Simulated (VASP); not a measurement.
# Hf7S4 (Pm) in VASP: a series of runs, part 2 of 2

VASP 6.6.1.

### Step 3. Single point, LDA

Input file INCAR:

```
PREC = Accurate ; ENCUT = 500
EDIFF = 1E-6 ; ISMEAR = 0
SIGMA = 0.05 ; LREAL = False
LASPH = True ; NELM = 120
ALGO = Normal ; ISIF = 2
LWAVE = False ; LCHARG = True
GGA = CA ; LVHAR = True
NBANDS = 58 ; GGA_COMPAT = False
KPAR = 4
```

Input file KPOINTS:

```
regular mesh
0
Gamma
  6 11 3
```

Input file POSCAR:

```
Hf7S4
1.0
    6.7485480000      0.0000000000      0.0000000000
   -1.6871370000      2.9222070000      0.0000000000
    0.0000000000      0.0000000000     11.7174070000
Hf S
7 4
Direct
    0.3333340000      0.3333330000      0.8998120000
    0.3333340000      0.3333330000      0.6001880000
    0.1666660000      0.6666670000      0.1001880000
    0.8333330000      0.3333330000      0.8998120000
    0.6666670000      0.6666670000      0.3998120000
    0.8333330000      0.3333330000      0.6001880000
    0.6666670000      0.6666670000      0.1001880000
    0.0000000000      0.0000000000      0.7500000000
    0.0000000000      0.0000000000      0.2500000000
    0.5000000000      0.0000000000      0.7500000000
    0.5000000000      0.0000000000      0.2500000000
```

Potentials or basis: VASP PAW LDA potentials, release 64 (Hf_pv, S).

On the command line:

```console
cat potpaw_LDA.64/Hf_pv/POTCAR potpaw_LDA.64/S/POTCAR > POTCAR
mpirun -np 4 vasp_std > vasp.out
```

OUTCAR:

```text
PREC = Accurate
   ENCUT = 500
   EDIFF = 1E-6
   ISMEAR = 0
   LREAL = False
   LASPH = True
   NELM = 120
   ISIF = 2
   GGA = CA

 ion  position               nearest neighbor table
   1  0.333  0.333  0.900-  10 2.62  10 2.62   8 2.62   3 3.05   7 3.05   3 3.05   4 3.37   4 3.37
                             4 3.37   4 3.37   2 3.51
   2  0.333  0.333  0.600-  10 2.62  10 2.62   8 2.62   5 3.05   6 3.37   6 3.37   6 3.37   6 3.37
                             1 3.51
   3  0.167  0.667  0.100-   9 2.62   9 2.62  11 2.62   1 3.05   4 3.05   1 3.05   7 3.37   7 3.37
                             7 3.37   7 3.37
   4  0.833  0.333  0.900-  10 2.62   8 2.62   8 2.62   7 3.05   3 3.05   7 3.05   1 3.37   1 3.37
                             1 3.37   1 3.37   6 3.51
   5  0.667  0.667  0.400-   9 2.62  11 2.62  11 2.62   6 3.05   2 3.05   6 3.05   7 3.51
   6  0.833  0.333  0.600-  10 2.62   8 2.62   8 2.62   5 3.05   5 3.05   2 3.37   2 3.37   2 3.37
                             2 3.37   4 3.51
   7  0.667  0.667  0.100-   9 2.62  11 2.62  11 2.62   4 3.05   1 3.05   4 3.05   3 3.37   3 3.37
                             3 3.37   3 3.37   5 3.51
   8  0.000  0.000  0.750-   4 2.62   6 2.62   4 2.62   6 2.62   1 2.62   2 2.62
   9  0.000  0.000  0.250-   3 2.62   5 2.62   7 2.62   3 2.62
  10  0.500  0.000  0.750-   1 2.62   2 2.62   4 2.62   6 2.62   1 2.62   2 2.62
  11  0.500  0.000  0.250-   5 2.62   7 2.62   5 2.62   7 2.62   3 2.62

  Warning from LATTYP: Monoclinic adjustment (A1->A3, A2->A1, A3->A2)!
  LATTYP: Found a simple orthorhombic cell.
 ALAT       =     3.3742739971
 B/A-ratio  =     1.7320508086
 C/A-ratio  =     3.4725712879

  Lattice vectors:

 A1 = (   1.6871370000,  -2.9222070000,   0.0000000000)
 A2 = (   5.0614110000,   2.9222070000,   0.0000000000)
 A3 = (   0.0000000000,   0.0000000000,  11.7174070000)

Analysis of symmetry for initial positions (statically):
=====================================================================
 Subroutine PRICEL returns:
 Original cell was already a primitive cell.

 Routine SETGRP: Setting up the symmetry group for a
 simple orthorhombic supercell.

 Subroutine GETGRP returns: Found  2 space group operations
 (whereof  2 operations were pure point group operations)
 out of a pool of  8 trial point group operations.

The static configuration has the point symmetry C_1h.

Analysis of symmetry for dynamics (positions and initial velocities):
=====================================================================
 Subroutine PRICEL returns:
 Original cell was already a primitive cell.

 Routine SETGRP: Setting up the symmetry group for a
 simple orthorhombic supercell.

 Subroutine GETGRP returns: Found  2 space group operations
 (whereof  2 operations were pure point group operations)
 out of a pool of  8 trial point group operations.

The dynamic configuration has the point symmetry C_1h.

 Subroutine INISYM returns: Found  2 space group operations
 (whereof  2 operations are pure point group operations),
 and found     1 'primitive' translations

----------------------------------------------------------------------------------------

                                     Primitive cell

  volume of cell :     231.0749

  direct lattice vectors                    reciprocal lattice vectors
[... 112 lines left out ...]
   dimension x,y,z NGX =    50 NGY =   28 NGZ =   90
   dimension x,y,z NGXF=   100 NGYF=   56 NGZF=  180
   ions per type =               7   4
   NGX,Y,Z   is equivalent  to a cutoff of  12.32, 13.80, 12.77 a.u.
   NGXF,Y,Z  is equivalent  to a cutoff of  24.63, 27.59, 25.54 a.u.
 SYSTEM =  unknown system
   PREC   = accura    normal or accurate (medium, high low for compatibility)
   ISTART =      0    job   : 0-new  1-cont  2-samecut
   ICHARG =      2    charge: 1-file 2-atom 10-const
   ISPIN  =      1    spin polarized calculation?
   LNONCOLLINEAR =      F non collinear calculations
   LSORBIT =      F    spin-orbit coupling
   LASPH  =      T    aspherical Exc in radial PAW
   ENCUT  =  500.0 eV  36.75 Ry    6.06 a.u.  12.30  6.15 21.36*2*pi/ulx,y,z
   NELM   =    120;   NELMIN=  2; NELMDL= -5     # of ELM steps
   EDIFF  = 0.1E-05   stopping-criterion for ELM
   LREAL  =      F    real-space projection
   EDIFFG = 0.1E-04   stopping-criterion for IOM
   NSW    =      0    number of steps for IOM
   IBRION =     -1    ionic relax: 0-MD 1-quasi-New 2-CG
   NFREE  =      0    steps in history (QN), initial steepest desc. (CG)
   ISIF   =      2    stress and relaxation
   ISYM   =      2    0-nonsym 1-usesym 2-fastsym
   POTIM  = 0.5000    time-step for ionic-motion
   TEBEG  =    0.0;   TEEND  =   0.0 temperature during run
   PSTRESS=    0.0 pullay stress
   NELECT =      94.0000    total number of electrons
   NUPDOWN=      -1.0000    fix difference up-down
   EMIN   =  10.00;   EMAX   =-10.00  energy-range for DOS
   EFERMI =   0.00;   METHOD = LEGACY
   ISMEAR =     0;   SIGMA  =   0.05  broadening in eV -4-tet -1-fermi 0-gaus
   EFERMI_NEDOS =   21; number of points for ismear=-14 and -15
   IALGO  =     38    algorithm
   IMIX   =      4    mixing-type and parameters
     AMIX     =   0.40;   BMIX     =  1.00
     AMIX_MAG =   1.60;   BMIX_MAG =  1.00
  volume/ion in A,a.u.               =      21.01       141.76
  Fermi-wavevector in a.u.,A,eV,Ry     =   1.213016  2.292268 20.019716  1.471408
  Thomas-Fermi vector in A             =   2.348482
   LORBIT       =      0    0 simple, 1 ext, 2 COOP (PROOUT), +10 PAW based schemes
   GGA     = CA    functional components
   LHFCALC =     F    Hartree Fock is set to
   AEXX    =    0.0000 exact exchange contribution
   IVDW    =     0    specifies the selected vdW correction
   LEPSILON=     F    determine dielectric tensor
   LRPA    =     F    only Hartree local field effects (RPA)
 non-spin polarized calculation
 Gauss-broadening in eV      SIGMA  =   0.05
  energy-cutoff  :      500.00
  volume of cell :      231.07
 maximum number of plane-waves:      5900
 NGX is ok and might be reduce to    50
   NGX = 25   NGY = 13   NGZ = 43

 number of electron      94.0000003 magnetization

 Free energy of the ion-electron system (eV)
  ---------------------------------------------------
  ext. energy  EPLUGINS =         0.00000000
  ---------------------------------------------------
  free energy    TOTEN  =      -103.71744611 eV

  energy without entropy =     -103.70935393  energy(sigma->0) =     -103.71340002

 E-fermi :   5.1118     XC(G=0): -11.0138

 val. band max:        5.1096159327   @ k =  -0.1667   0.4545   0.3333
 cond. band min:       5.1127878706   @ k =   0.0000   0.2727   0.3333
 fundamental gap:      0.0031719379
 Fermi energy:         5.1117856999

 k-point     1 :       0.0000    0.0000    0.0000
  band No.  band energies     occupation
      1     -26.1515      2.00000
      2     -26.0119      2.00000
      3     -25.9677      2.00000
      4     -25.7521      2.00000
      5     -25.7148      2.00000
      6     -25.6713      2.00000
[... 1453 lines left out ...]
     57       8.1444      0.00000
     58       8.3392      0.00000

 [... further k-points ...]

------------------------ aborting loop because EDIFF is reached ----------------------------------------

  FORCE on cell =-STRESS in cart. coord.  units (eV):
  Direction    XX          YY          ZZ          XY          YZ          ZX
  --------------------------------------------------------------------------------------
  -------------------------------------------------------------------------------------
  Total      -10.9884046    -11.5256129    -11.2838124      0.4652361     -0.2147660     -0.3719854
  in kB      -76.1890207    -79.9137994    -78.2372553      3.2257531     -1.4890977     -2.5791920
  external PRESSURE =     -78.1133585 kB  Pullay stress =       0.0000000 kB

 VOLUME and BASIS-vectors are now :
 -----------------------------------------------------------------------------
  energy-cutoff  :      500.00
  volume of cell :      231.07
      direct lattice vectors                 reciprocal lattice vectors
     6.748548000  0.000000000  0.000000000     0.148180023  0.085551776  0.000000000
    -1.687137000  2.922207000  0.000000000     0.000000000  0.342207106  0.000000000
     0.000000000  0.000000000 11.717407000     0.000000000  0.000000000  0.085343114

 POSITION                                       TOTAL-FORCE (eV/Angst)
 -----------------------------------------------------------------------------------
      1.68714      0.97407     10.54346        -0.043515     -0.025124     -0.264804
      1.68714      0.97407      7.03265        -0.474738     -0.274090      0.818871
     -0.00001      1.94814      1.17394        -0.393803     -0.227362      1.125858
      5.06141      0.97407     10.54346         0.026502      0.015301     -0.265381
      3.37428      1.94814      4.68476         0.851353      0.491529     -1.148116
      5.06141      0.97407      7.03265        -0.040485     -0.023374      0.434987
      3.37428      1.94814      1.17394         0.388574      0.224344      0.578872
      0.00000      0.00000      8.78806         0.126510      0.073041     -0.095878
      0.00000      0.00000      2.92935        -0.306316     -0.176852     -0.746430
      3.37427      0.00000      8.78806        -0.083500     -0.048209     -0.255558
      3.37427      0.00000      2.92935        -0.050582     -0.029204     -0.182421
 -----------------------------------------------------------------------------------
    total drift:                               -0.000649      0.000827      0.000433

  FREE ENERGIE OF THE ION-ELECTRON SYSTEM (eV)
  ---------------------------------------------------
  free  energy   TOTEN  =      -103.7174461126 eV

  energy  without entropy=     -103.7093539319  energy(sigma->0) =     -103.71340002
```

Wall time 16 min (4 MPI ranks of Intel Xeon Platinum 8259CL at 2.50GHz (Skylake/Cascade Lake), shared host); peak memory 0.9 GiB.

Results:

- Free energy: -103.7174 eV
- Pressure: -7.8 GPa
- Largest force: 1.511 eV/Å
- Band gap on the k mesh: zero (bands 47 and 48 overlap by 0.39 eV)

Forces in eV/Å, atoms in the order of the input:
```
Hf  -0.044 -0.025 -0.265
Hf  -0.475 -0.274  0.819
Hf  -0.394 -0.227  1.126
Hf   0.027  0.015 -0.265
Hf   0.851  0.492 -1.148
Hf  -0.040 -0.023  0.435
Hf   0.389  0.224  0.579
S    0.127  0.073 -0.096
S   -0.306 -0.177 -0.746
S   -0.084 -0.048 -0.256
S   -0.051 -0.029 -0.182
```

Stress tensor (GPa, compression positive):
```
-7.62  0.32 -0.26
 0.32 -7.99 -0.15
-0.26 -0.15 -7.82
```

Caveat: the cell stands under tension; spin-orbit coupling is left out, which moves the levels of the heavy elements; forces of over 1 eV/Å act on the atoms, so gaps and moduli don't describe the material at rest.
